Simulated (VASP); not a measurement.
# In2O3 (R-3c) in VASP: notebook

In2O3 is run at these levels: LDA, PBEsol, PBE; tasks: single point.

Program: VASP 6.6.1. These are calculated values, not measurements. Logs are shortened: lines on timing, memory, paths and dates and some standing lists are left out, and cuts for length are marked.

**Measured values to compare with.**

From “Fabrication and performance enhancement of an In2O3/BiVO4 heterojunction for N-butanol gas sensing applications”, 2024, pmc:11650617, for a powder of In2O3: band gap 3.08 eV (optical).

How close the calculation comes is told below.

**1. The cell of the first run**

It takes space group R-3c (No. 167, trigonal). Conventional cell: a = 5.461 Å, b = 5.461 Å, c = 14.369 Å, α = 90.00°, β = 90.00°, γ = 120.00°. In (site symmetry 3) has 6 O at 2.11 to 2.24 Å within 2.8 Å. Within 3.1 Å of O (site symmetry 2) lie 4 In at 2.11 to 2.24 Å and 8 O at 2.80 to 3.08 Å.

**2. Single point, LDA**

Contents of INCAR:

```
  PREC = Accurate
  ENCUT = 520
  EDIFF = 1E-6
  ISMEAR = -1
  SIGMA = 0.02
  LREAL = F
  LASPH = T
  NELM = 100
  ALGO = Normal
  ISIF = 2
  LWAVE = F
  LCHARG = F
  GGA = CA
  NBANDS = 55
```

Contents of KPOINTS:

```
regular mesh
0
Gamma
  6 6 6
```

Contents of POSCAR:

```
In2O3
1.0
    2.7304964787      1.5764528754      4.7897594487
   -2.7304964787      1.5764528754      4.7897594487
    0.0000000000     -3.1529057557      4.7897594470
In O
4 6
Direct
    0.3576813792      0.3576813792      0.3576813792
    0.1423186208      0.1423186208      0.1423186208
    0.6423186208      0.6423186208      0.6423186208
    0.8576813792      0.8576813792      0.8576813792
    0.5455378044      0.9544621956      0.2500000000
    0.2500000000      0.5455378044      0.9544621956
    0.9544621956      0.2500000000      0.5455378044
    0.4544621956      0.0455378044      0.7500000000
    0.7500000000      0.4544621956      0.0455378044
    0.0455378044      0.7500000000      0.4544621956
```

Potentials or basis: VASP PAW LDA potentials, release 64 (In_d, O).

Started as:

```bash
$ cat potpaw_LDA.64/In_d/POTCAR potpaw_LDA.64/O/POTCAR > POTCAR
$ mpirun -np 1 vasp_std > vasp.out
```

OUTCAR:

```text
PREC = Accurate
   ENCUT = 520
   EDIFF = 1E-6
   ISMEAR = -1
   LREAL = F
   LASPH = T
   NELM = 100
   ISIF = 2
   GGA = CA

 ion  position               nearest neighbor table
   1  0.358  0.358  0.358-  10 2.11   8 2.11   9 2.11   5 2.24   6 2.24   7 2.24   2 3.09   3 3.23
                             3 3.23   3 3.23   2 3.58   2 3.58   2 3.58   4 3.96   4 3.96   4 3.96
   2  0.142  0.142  0.142-   9 2.11   8 2.11  10 2.11   5 2.24   7 2.24   6 2.24   1 3.09   4 3.23
                             4 3.23   4 3.23   1 3.58   1 3.58   1 3.58   3 3.96   3 3.96   3 3.96
   3  0.642  0.642  0.642-   7 2.11   5 2.11   6 2.11   8 2.24   9 2.24  10 2.24   4 3.09   1 3.23
                             1 3.23   1 3.23   4 3.58   4 3.58   4 3.58   2 3.96   2 3.96   2 3.96
   4  0.858  0.858  0.858-   6 2.11   5 2.11   7 2.11   8 2.24  10 2.24   9 2.24   3 3.09   2 3.23
                             2 3.23   2 3.23   3 3.58   3 3.58   3 3.58   1 3.96   1 3.96   1 3.96
   5  0.546  0.954  0.250-   3 2.11   4 2.11   1 2.24   2 2.24
   6  0.250  0.546  0.954-   4 2.11   3 2.11   1 2.24   2 2.24
   7  0.954  0.250  0.546-   3 2.11   4 2.11   2 2.24   1 2.24
   8  0.454  0.046  0.750-   1 2.11   2 2.11   3 2.24   4 2.24
   9  0.750  0.454  0.046-   2 2.11   1 2.11   3 2.24   4 2.24
  10  0.046  0.750  0.454-   1 2.11   2 2.11   4 2.24   3 2.24

  LATTYP: Found a trigonal (rhomboedric) cell.
 ALAT       =     5.7343360788
 COS(alpha) =     0.5465316798

  Lattice vectors:

 A1 = (   2.7304964787,   1.5764528754,   4.7897594487)
 A2 = (  -2.7304964787,   1.5764528754,   4.7897594487)
 A3 = (   0.0000000000,  -3.1529057557,   4.7897594470)

Analysis of symmetry for initial positions (statically):
=====================================================================
 Subroutine PRICEL returns:
 Original cell was already a primitive cell.

 Routine SETGRP: Setting up the symmetry group for a
 trigonal (rhombohedral) supercell.

 Subroutine GETGRP returns: Found 12 space group operations
 (whereof  6 operations were pure point group operations)
 out of a pool of 12 trial point group operations.

The static configuration has the point symmetry S_6 .
 The point group associated with its full space group is D_3d.

Analysis of symmetry for dynamics (positions and initial velocities):
=====================================================================
 Subroutine PRICEL returns:
 Original cell was already a primitive cell.

 Routine SETGRP: Setting up the symmetry group for a
 trigonal (rhombohedral) supercell.

 Subroutine GETGRP returns: Found 12 space group operations
 (whereof  6 operations were pure point group operations)
 out of a pool of 12 trial point group operations.

[... 130 lines left out ...]
   EMIN   =  10.00;   EMAX   =-10.00  energy-range for DOS
   EFERMI =   0.00;   METHOD = LEGACY
   ISMEAR =    -1;   SIGMA  =   0.02  broadening in eV -4-tet -1-fermi 0-gaus
   EFERMI_NEDOS =   21; number of points for ismear=-14 and -15
   IALGO  =     38    algorithm
   IMIX   =      4    mixing-type and parameters
     AMIX     =   0.40;   BMIX     =  1.00
     AMIX_MAG =   1.60;   BMIX_MAG =  1.00
  volume/ion in A,a.u.               =      12.37        83.48
  Fermi-wavevector in a.u.,A,eV,Ry     =   1.461414  2.761672 29.058374  2.135730
  Thomas-Fermi vector in A             =   2.577748
   LORBIT       =      0    0 simple, 1 ext, 2 COOP (PROOUT), +10 PAW based schemes
   GGA     = CA    functional components
   LHFCALC =     F    Hartree Fock is set to
   AEXX    =    0.0000 exact exchange contribution
   IVDW    =     0    specifies the selected vdW correction
   LEPSILON=     F    determine dielectric tensor
   LRPA    =     F    only Hartree local field effects (RPA)
 non-spin polarized calculation
  energy-cutoff  :      520.00
  volume of cell :      123.71
 maximum number of plane-waves:      3350
 NGX is ok and might be reduce to    48
   NGX = 21   NGY = 21   NGZ = 21

 number of electron      87.9999994 magnetization

 Free energy of the ion-electron system (eV)
  ---------------------------------------------------
  ext. energy  EPLUGINS =         0.00000000
  ---------------------------------------------------
  free energy    TOTEN  =       -63.66160126 eV

  energy without entropy =      -63.66160126  energy(sigma->0) =      -63.66160126

 E-fermi :   5.9770     XC(G=0): -11.8598

 val. band max:        5.5509924910   @ k =   0.3333   0.0000   0.0000
 cond. band min:       6.8667830373   @ k =   0.0000   0.0000   0.0000
 fundamental gap:      1.3157905463
 Fermi energy:         5.9770011525

 k-point     1 :       0.0000    0.0000    0.0000
  band No.  band energies     occupation
      1     -12.0122      2.00000
      2     -11.0322      2.00000
      3     -11.0322      2.00000
      4     -10.7884      2.00000
      5     -10.7884      2.00000
      6     -10.6890      2.00000
[... 1381 lines left out ...]
     54      16.0216      0.00000
     55      16.7441      0.00000

 [... further k-points ...]

------------------------ aborting loop because EDIFF is reached ----------------------------------------

  FORCE on cell =-STRESS in cart. coord.  units (eV):
  Direction    XX          YY          ZZ          XY          YZ          ZX
  --------------------------------------------------------------------------------------
  -------------------------------------------------------------------------------------
  Total        0.6908426      0.6908426      0.5514144     -0.0000000      0.0000000      0.0000000
  in kB        8.9475086      8.9475086      7.1416922     -0.0000000      0.0000000      0.0000000
  external PRESSURE =       8.3455698 kB  Pullay stress =       0.0000000 kB

 VOLUME and BASIS-vectors are now :
 -----------------------------------------------------------------------------
  energy-cutoff  :      520.00
  volume of cell :      123.71
      direct lattice vectors                 reciprocal lattice vectors
     2.730496479  1.576452875  4.789759449     0.183116881  0.105722581  0.069592917
    -2.730496479  1.576452875  4.789759449    -0.183116881  0.105722581  0.069592917
     0.000000000 -3.152905756  4.789759447     0.000000000 -0.211445162  0.069592917

 POSITION                                       TOTAL-FORCE (eV/Angst)
 -----------------------------------------------------------------------------------
      0.00000     -0.00000      5.13962         0.000000     -0.000000      0.000860
      0.00000     -0.00000      2.04502         0.000000      0.000000     -0.000860
      0.00000     -0.00000      9.22966         0.000000      0.000000     -0.000860
      0.00000     -0.00000     12.32426         0.000000     -0.000000      0.000860
     -1.11657      1.57645      8.38208        -0.005074     -0.000000     -0.000000
     -0.80696     -1.75520      8.38208         0.002537     -0.004394     -0.000000
      1.92353      0.17875      8.38208         0.002537      0.004394      0.000000
      1.11657     -1.57645      5.98720         0.005074      0.000000     -0.000000
      0.80696      1.75520      5.98720        -0.002537      0.004394      0.000000
     -1.92353     -0.17875      5.98720        -0.002537     -0.004394     -0.000000
 -----------------------------------------------------------------------------------
    total drift:                                0.000000     -0.000000      0.000000

  FREE ENERGIE OF THE ION-ELECTRON SYSTEM (eV)
  ---------------------------------------------------
  free  energy   TOTEN  =       -63.6616012583 eV

  energy  without entropy=      -63.6616012582  energy(sigma->0) =      -63.66160126
```

OSZICAR:

```text
N       E                     dE             d eps       ncg     rms          rms(c)
DAV:   1     0.125708244141E+04    0.12571E+04   -0.40984E+04  3617   0.232E+03
DAV:   2     0.184646252770E+03   -0.10724E+04   -0.10194E+04  3694   0.645E+02
DAV:   3    -0.531308866415E+02   -0.23778E+03   -0.23132E+03  3863   0.272E+02
DAV:   4    -0.729591880910E+02   -0.19828E+02   -0.19650E+02  4808   0.845E+01
DAV:   5    -0.733628852317E+02   -0.40370E+00   -0.40310E+00  4520   0.129E+01    0.237E+01
DAV:   6    -0.637854728041E+02    0.95774E+01   -0.35224E+01  5412   0.626E+01    0.192E+01
DAV:   7    -0.638136873750E+02   -0.28215E-01   -0.35210E+00  4124   0.112E+01    0.453E+00
DAV:   8    -0.637076170577E+02    0.10607E+00   -0.30318E-01  5432   0.347E+00    0.230E+00
DAV:   9    -0.636644087329E+02    0.43208E-01   -0.52753E-02  5537   0.294E+00    0.447E-01
DAV:  10    -0.636614279432E+02    0.29808E-02   -0.17380E-02  5208   0.131E+00    0.122E-01
DAV:  11    -0.636616343176E+02   -0.20637E-03   -0.16283E-03  4490   0.242E-01    0.714E-02
DAV:  12    -0.636616003868E+02    0.33931E-04   -0.20370E-04  5632   0.105E-01    0.278E-02
DAV:  13    -0.636616014534E+02   -0.10666E-05   -0.13050E-05  5072   0.331E-02    0.576E-03
DAV:  14    -0.636616012583E+02    0.19515E-06   -0.74783E-07  2440   0.723E-03
   1 F= -.63661601E+02 E0= -.63661601E+02  d E =-.417052E-10
```

Run time: 2.8 min. Hardware: 1 thread of Intel Xeon 6975P-C (Granite Rapids), shared host; peak memory 0.34 GiB.

What came out:

```yaml
Free_energy: -63.6616 eV
Pressure: 0.8 GPa
Largest_force: 0.005 eV/Å
Band_gap_on_the_k_mesh: 1.32 eV (least direct gap 1.35 eV)
```

Forces in eV/Å, atoms in the order of the input:
```
In   0.000  0.000  0.001
In   0.000  0.000 -0.001
In   0.000  0.000 -0.001
In   0.000  0.000  0.001
O   -0.005  0.000  0.000
O    0.003 -0.004  0.000
O    0.003  0.004  0.000
O    0.005  0.000  0.000
O   -0.003  0.004  0.000
O   -0.003 -0.004  0.000
```

Caveat: spin-orbit coupling is left out, which moves the levels of the heavy elements.

**3. Single point, PBEsol**

This run uses another cell than the first one, of 12.75 Å³/atom.

Contents of INCAR:

```
SYSTEM = In2O3
PREC = Accurate
ENCUT = 520
EDIFF = 1E-7
ISMEAR = -1
SIGMA = 0.02
LREAL = .False.
LASPH = .True.
NELM = 60
ALGO = Normal
ISIF = 2
LWAVE = .False.
LCHARG = .False.
GGA = PS
NBANDS = 55
```

Contents of KPOINTS:

```
Automatic mesh
0
Gamma
  6 6 6
  0 0 0
```

Contents of POSCAR:

```
In2O3
1.0
    2.7563088146      1.5913556344      4.8451608201
   -2.7563088146      1.5913556344      4.8451608201
    0.0000000000     -3.1827112738      4.8451608184
In O
4 6
Direct
    0.3574289748      0.3574289748      0.3574289748
    0.1425710252      0.1425710252      0.1425710252
    0.6425710252      0.6425710252      0.6425710252
    0.8574289748      0.8574289748      0.8574289748
    0.5458411702      0.9541588298      0.2500000000
    0.2500000000      0.5458411702      0.9541588298
    0.9541588298      0.2500000000      0.5458411702
    0.4541588298      0.0458411702      0.7500000000
    0.7500000000      0.4541588298      0.0458411702
    0.0458411702      0.7500000000      0.4541588298
```

Potentials or basis: VASP PAW PBE potentials, release 64 (In_d, O).

Started as:

```bash
$ cat potpaw_PBE.64/In_d/POTCAR potpaw_PBE.64/O/POTCAR > POTCAR
$ mpirun -np 1 vasp_std > vasp.out
```

It took 3.1 min on 1 thread of Intel Xeon 6975P-C (Granite Rapids), shared host; peak memory 0.4 GiB.

It converged, with:

```
Free energy            : -59.3898 eV
Pressure               : 0.5 GPa
Largest force          : 0.003 eV/Å
Band gap on the k mesh : 1.11 eV (least direct gap 1.16 eV)
```

Forces on the atoms (eV/Å):
```
In   0.000  0.000  0.003
In   0.000  0.000 -0.003
In   0.000  0.000 -0.003
In   0.000  0.000  0.003
O   -0.002  0.000  0.000
O    0.001 -0.002  0.000
O    0.001  0.002  0.000
O    0.002  0.000  0.000
O   -0.001  0.002  0.000
O   -0.001 -0.002  0.000
```

Stress tensor (GPa, compression positive):
```
0.54 0.00 0.00
0.00 0.54 0.00
0.00 0.00 0.43
```

Levels at points of the mesh, in eV from the valence-band top:
| k point | band 41 | band 42 | band 43 | band 44 | band 45 | band 46 | band 47 | band 48 |
| --- | --- | --- | --- | --- | --- | --- | --- | --- |
| (0.00, 0.00, 0.00) | -0.26 | -0.26 | -0.05 | -0.05 | 1.11 | 5.35 | 6.10 | 7.10 |
| (0.50, 0.00, 0.00) | -0.74 | -0.74 | -0.06 | -0.06 | 4.82 | 4.82 | 5.73 | 5.73 |
| (0.50, 0.50, 0.00) | -0.56 | -0.34 | -0.09 | -0.04 | 5.04 | 5.37 | 6.32 | 6.36 |
| (0.50, 0.50, 0.50) | -0.20 | -0.20 | -0.20 | -0.20 | 4.26 | 4.26 | 7.02 | 7.02 |

Caveat: the PAW data sets were made with another functional, which shifts forces and pressure a little; spin-orbit coupling is left out, which moves the levels of the heavy elements. PBEsol gaps usually lie below the measured ones, often by a third to a half.

**4. Single point, PBE**

This run uses another cell than the first one, of 13.24 Å³/atom.

Contents of INCAR:

```
  PREC = Accurate
  ENCUT = 520
  EDIFF = 1E-6
  ISMEAR = -1
  SIGMA = 0.02
  LREAL = False
  LASPH = True
  NELM = 100
  ALGO = Normal
  ISIF = 2
  LWAVE = False
  LCHARG = True
  GGA = PE
  LELF = True
  LVHAR = True
  NBANDS = 55
```

Contents of KPOINTS:

```
Automatic mesh
0
Gamma
  6 6 6
```

Contents of POSCAR:

```
In2O3
1.0
    2.7875571550      1.6093968721      4.9186410702
   -2.7875571550      1.6093968721      4.9186410702
    0.0000000000     -3.2187937493      4.9186410685
In O
4 6
Direct
    0.3571775089      0.3571775089      0.3571775089
    0.1428224911      0.1428224911      0.1428224911
    0.6428224911      0.6428224911      0.6428224911
    0.8571775089      0.8571775089      0.8571775089
    0.5465218902      0.9534781098      0.2500000000
    0.2500000000      0.5465218902      0.9534781098
    0.9534781098      0.2500000000      0.5465218902
    0.4534781098      0.0465218902      0.7500000000
    0.7500000000      0.4534781098      0.0465218902
    0.0465218902      0.7500000000      0.4534781098
```

Started as:

```bash
$ cat potpaw_PBE.64/In_d/POTCAR potpaw_PBE.64/O/POTCAR > POTCAR
$ mpirun -np 1 vasp_std > vasp.out
```

Wall time 3.1 min (1 thread of Intel Xeon 6975P-C (Granite Rapids), shared host); peak memory 0.41 GiB.

Results (log left out):

```
Free energy            : -55.4754 eV
Pressure               : 0.4 GPa
Largest force          : 0.007 eV/Å
Band gap on the k mesh : 0.96 eV (least direct gap 1.04 eV)
```

Forces on the atoms (eV/Å):
```
In   0.000  0.000 -0.006
In   0.000  0.000  0.006
In   0.000  0.000  0.006
In   0.000  0.000 -0.006
O   -0.007  0.000  0.000
O    0.004 -0.006  0.000
O    0.004  0.006  0.000
O    0.007  0.000  0.000
O   -0.004  0.006  0.000
O   -0.004 -0.006  0.000
```

Stress tensor (GPa, compression positive):
```
0.48 0.00 0.00
0.00 0.48 0.00
0.00 0.00 0.35
```

Levels at points of the mesh, in eV from the valence-band top:
| k point | band 41 | band 42 | band 43 | band 44 | band 45 | band 46 | band 47 | band 48 |
| --- | --- | --- | --- | --- | --- | --- | --- | --- |
| (0.00, 0.00, 0.00) | -0.24 | -0.24 | -0.08 | -0.08 | 0.96 | 5.32 | 5.85 | 6.95 |
| (0.50, 0.00, 0.00) | -0.72 | -0.72 | -0.06 | -0.06 | 4.62 | 4.62 | 5.54 | 5.54 |
| (0.50, 0.50, 0.00) | -0.52 | -0.35 | -0.10 | -0.05 | 4.81 | 5.19 | 6.06 | 6.21 |
| (0.50, 0.50, 0.50) | -0.19 | -0.19 | -0.19 | -0.19 | 4.10 | 4.10 | 6.72 | 6.72 |

Caveat: spin-orbit coupling is left out, which moves the levels of the heavy elements. A hybrid or GW would open this gap; PBE tends to underestimate it.

**5. The runs side by side**

```csv
level,potentials or basis,cell,gap on the mesh (eV),pressure (GPa),largest force (eV/Å)
LDA,"VASP PAW LDA potentials, release 64 (In_d, O)","a = 5.734 Å, angles 56.9°, 10 atoms, atomic positions A",1.32,0.8,0.01
PBEsol,"VASP PAW PBE potentials, release 64 (In_d, O)","a = 5.797 Å, angles 56.8°, 10 atoms, atomic positions A",1.11,0.5,-
PBE,"VASP PAW PBE potentials, release 64 (In_d, O)","a = 5.878 Å, angles 56.6°, 10 atoms, atomic positions B",0.96,0.4,0.01
```

Alike in all rows: task single point; no spin polarisation; k mesh 6 × 6 × 6; cutoff (eV) 520; smearing fermi-dirac 0.02 eV.

Caveats: spin-orbit coupling is left out, which moves the levels of the heavy elements; the PAW data sets were made with another functional, which shifts forces and pressure a little (at least some runs).

Total energies depend on the potentials used, so only differences within one code and one set of settings carry meaning.

**6. Against experiment**

Step 2. A measured gap of In2O3 is 3.08 eV (optical; powder; “Fabrication and performance enhancement of an In2O3/BiVO4 heterojunction for N-butanol gas sensing applications”, 2024, pmc:11650617); the calculated 1.32 eV misses it by -1.76 eV. So large a miss can be the level of theory's own, or it may mean another phase, state or a wrong row. Spin-orbit coupling on In is left out. The value is that of LDA on a finite k mesh, which can miss the band edges, without temperature or zero-point motion. Semilocal functionals fall short of measured gaps as a rule.
